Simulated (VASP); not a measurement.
# B3As (P6/mmm) in VASP: notebook, part 2 of 2

VASP 6.6.1.

## Step 3: Single point, PBE

This run uses another cell than the first one: it holds 4 atoms, not 8.

Input file INCAR:

```
  PREC = Accurate
  ENCUT = 520
  EDIFF = 1E-7
  ISMEAR = 0
  SIGMA = 0.1
  LREAL = False
  LASPH = True
  NELM = 80
  ALGO = Normal
  ISIF = 2
  LWAVE = False
  LCHARG = False
  GGA = PE
  NBANDS = 15
```

Input file KPOINTS:

```
regular mesh
0
Gamma
  18 18 12
```

Input file POSCAR:

```
B3As
1.0
    3.4348111107      0.0000000000      0.0000000000
   -1.7174055553      2.9746336791      0.0000000000
    0.0000000000      0.0000000000      3.9853160808
B As
3 1
Direct
    0.5000000000      0.0000000000      0.5000000000
    0.0000000000      0.5000000000      0.5000000000
    0.5000000000      0.5000000000      0.5000000000
    0.0000000000      0.0000000000      0.0000000000
```

Potentials or basis: VASP PAW PBE potentials, release 64 (B, As).

Started as:

```bash
cat potpaw_PBE.64/B/POTCAR potpaw_PBE.64/As/POTCAR > POTCAR
mpirun -np 1 vasp_std > vasp.out
```

OUTCAR:

```text
PREC = Accurate
   ENCUT = 520
   EDIFF = 1E-7
   ISMEAR = 0
   LREAL = False
   LASPH = True
   NELM = 80
   ISIF = 2
   GGA = PE

 ion  position               nearest neighbor table
   1  0.500  0.000  0.500-   3 1.72   3 1.72   2 1.72   2 1.72
   2  0.000  0.500  0.500-   3 1.72   3 1.72   1 1.72   1 1.72
   3  0.500  0.500  0.500-   2 1.72   2 1.72   1 1.72   1 1.72
   4  0.000  0.000  0.000-

  LATTYP: Found a hexagonal cell.
 ALAT       =     3.4348111107
 C/A-ratio  =     1.1602722689

  Lattice vectors:

 A1 = (   3.4348111107,   0.0000000000,   0.0000000000)
 A2 = (  -1.7174055553,   2.9746336791,   0.0000000000)
 A3 = (   0.0000000000,   0.0000000000,   3.9853160808)

Analysis of symmetry for initial positions (statically):
=====================================================================
 Subroutine PRICEL returns:
 Original cell was already a primitive cell.

 Routine SETGRP: Setting up the symmetry group for a
 hexagonal supercell.

 Subroutine GETGRP returns: Found 24 space group operations
[... 187 lines left out ...]
      9      10.5921      0.00000
     10      10.5921      0.00000
     11      11.3513      0.00000
     12      12.4978      0.00000
     13      13.1322      0.00000
     14      13.1322      0.00000
[... 401 lines left out ...]
      2      -4.6757      2.00000
      3      -1.8639      2.00000
      4       2.3124      2.00000
      5       3.0379      2.00000
      6       3.7713      2.00000
      7       4.8584      2.00000
      8       5.0332      2.00000
      9       9.1262      0.00000
     10       9.2295      0.00000
     11      11.7195      0.00000
     12      13.5625      0.00000
     13      14.2276      0.00000
     14      16.9212      0.00000
     15      18.8444      0.00000

 [... further k-points ...]

------------------------ aborting loop because EDIFF is reached ----------------------------------------

  FORCE on cell =-STRESS in cart. coord.  units (eV):
  Direction    XX          YY          ZZ          XY          YZ          ZX
  --------------------------------------------------------------------------------------
  -------------------------------------------------------------------------------------
  Total        0.0124810      0.0124810      0.0170937      0.0000000      0.0000000      0.0000000
  in kB        0.4910885      0.4910885      0.6725853      0.0000000      0.0000000      0.0000000
  external PRESSURE =       0.5515874 kB  Pullay stress =       0.0000000 kB

 VOLUME and BASIS-vectors are now :
 -----------------------------------------------------------------------------
  energy-cutoff  :      520.00
  volume of cell :       40.72
      direct lattice vectors                 reciprocal lattice vectors
     3.434811111  0.000000000  0.000000000     0.291136825  0.168087924  0.000000000
    -1.717405555  2.974633679  0.000000000     0.000000000  0.336175848  0.000000000
     0.000000000  0.000000000  3.985316081     0.000000000  0.000000000  0.250921126

 POSITION                                       TOTAL-FORCE (eV/Angst)
 -----------------------------------------------------------------------------------
      1.71741      0.00000      1.99266        -0.000000      0.000000      0.000000
     -0.85870      1.48732      1.99266         0.000000      0.000000      0.000000
      0.85870      1.48732      1.99266         0.000000      0.000000      0.000000
      0.00000      0.00000      0.00000         0.000000      0.000000      0.000000
 -----------------------------------------------------------------------------------
    total drift:                                0.000000      0.000000      0.000000

  FREE ENERGIE OF THE ION-ELECTRON SYSTEM (eV)
  ---------------------------------------------------
  free  energy   TOTEN  =       -22.0980647474 eV

  energy  without entropy=      -22.0933398767  energy(sigma->0) =      -22.09570231
```

Wall time 2.5 min (1 thread of Intel Xeon Platinum 8259CL at 2.50GHz (Skylake/Cascade Lake), shared host); peak memory 0.27 GiB.

Results:

- Free energy: -22.0981 eV
- Pressure: 0.1 GPa
- Band gap on the k mesh: zero (bands 7 and 8 overlap by 4.79 eV)

Levels at points of the mesh, in eV from the Fermi level:
| k point | band 4 | band 5 | band 6 | band 7 | band 8 | band 9 | band 10 | band 11 |
| --- | --- | --- | --- | --- | --- | --- | --- | --- |
| (0.00, 0.00, 0.00) | -7.14 | -3.37 | -3.37 | 2.41 | 2.41 | 3.76 | 3.76 | 4.52 |
| (0.50, 0.00, 0.00) | -4.41 | -3.61 | -3.29 | -2.86 | -2.16 | 3.09 | 4.44 | 4.56 |
| (0.00, 0.00, 0.50) | -2.56 | -2.56 | -0.61 | 1.29 | 1.34 | 1.34 | 3.18 | 3.18 |
| (0.50, 0.00, 0.50) | -6.92 | -6.17 | -3.18 | -1.09 | 0.79 | 4.51 | 4.78 | 6.28 |

## Step 4: Relaxation of cell and atoms, PBE

This run uses another cell than the first one: it holds 4 atoms, not 8.

Input file INCAR:

```
SYSTEM = B3As
PREC = Accurate
ENCUT = 600
EDIFF = 1E-7
ISMEAR = 0
SIGMA = 0.1
LREAL = .FALSE.
LASPH = .TRUE.
NELM = 80
ALGO = Normal
ISIF = 3
LWAVE = .FALSE.
LCHARG = .FALSE.
GGA = PE
IBRION = 2
NSW = 100
EDIFFG = -0.01
```

Input file KPOINTS:

```
Automatic mesh
0
G
  18 18 12
  0 0 0
```

Input file POSCAR:

```
B3As
1.0
    3.4339111127      0.0000000000      0.0000000000
   -1.7169555563      2.9738542579      0.0000000000
    0.0000000000      0.0000000000      3.9673695948
B As
3 1
Direct
    0.5000000000      0.0000000000      0.5000000000
    0.0000000000      0.5000000000      0.5000000000
    0.5000000000      0.5000000000      0.5000000000
    0.0000000000      0.0000000000      0.0000000000
```

Started as:

```bash
cat potpaw_PBE.64/B/POTCAR potpaw_PBE.64/As/POTCAR > POTCAR
mpirun -np 1 vasp_std > vasp.out
```

It took 3.9 min on 1 thread of Intel Xeon Platinum 8259CL at 2.50GHz (Skylake/Cascade Lake), shared host; peak memory 0.29 GiB.

Results (log left out):

```
Free energy                           : -22.1004 eV
Relaxed volume                        : 10.18 Å³/atom
Relaxed cell                          : a = 3.436 Å, b = 3.436 Å, c = 3.984 Å, α = 90.00°, β = 90.00°, γ = 120.00°
Space group after relaxing (to 0.1 Å) : P6/mmm (No. 191)
Energy gained by relaxing             : 0.1 meV/atom
Ionic steps                           : 4
Pressure after relaxing               : 0.0 GPa
Band gap on the k mesh                : zero (bands 7 and 8 overlap by 4.78 eV)
```

Stress tensor (GPa, compression positive):
```
-0.08  0.00  0.00
 0.00 -0.08  0.00
 0.00  0.00  0.09
```

The path:
```csv
step,energy change (eV),largest force (eV/Å),pressure (GPa),volume (Å³)
1,0.0000,0.0000,0.57,40.51
2,-0.0004,0.0000,-0.18,40.73
3,-0.0004,0.0000,-0.11,40.71
4,-0.0005,0.0000,-0.03,40.72
```

Final structure:
```
B As
1.0
     3.43571    0.00000    0.00000
    -1.71785    2.97541    0.00000
     0.00000    0.00000    3.98370
B As
3 1
Direct
  0.50000 0.00000 0.50000
  0.00000 0.50000 0.50000
  0.50000 0.50000 0.50000
  0.00000 0.00000 0.00000
```

Levels at points of the mesh, in eV from the Fermi level:
```tsv
k point	band 5	band 6	band 7	band 8	band 9	band 10
(0.00, 0.00, 0.00)	-3.37	-3.37	2.40	2.40	3.76	3.76
(0.50, 0.00, 0.00)	-3.60	-3.28	-2.86	-2.15	3.09	4.43
(0.00, 0.00, 0.50)	-2.56	-0.60	1.29	1.34	1.34	3.17
(0.50, 0.00, 0.50)	-6.18	-3.19	-1.10	0.78	4.52	4.79
```

## Step 5: The runs side by side

```tsv
task	cell	k mesh	cutoff (eV)	gap on the mesh (eV)	pressure (GPa)
single point	a = 3.434, b = 3.434, c = 7.935 Å, angles 90.0, 90.0, 120.0°, 8 atoms, atomic positions A	6 × 6 × 4	520	none	0.1
single point	a = 3.435, b = 3.435, c = 3.985 Å, angles 90.0, 90.0, 120.0°, 4 atoms, atomic positions B	18 × 18 × 12	520	none	0.1
relaxation of cell and atoms	relaxed from a = 3.434, b = 3.434, c = 3.967 Å, angles 90.0, 90.0, 120.0°, 4 atoms, atomic positions B	18 × 18 × 12	600	none	0.0
```

Alike in all rows: level PBE; potentials or basis VASP PAW PBE potentials, release 64 (B, As); no spin polarisation; smearing gaussian 0.1 eV.

Absolute energies hang on the potentials; compare differences alone.
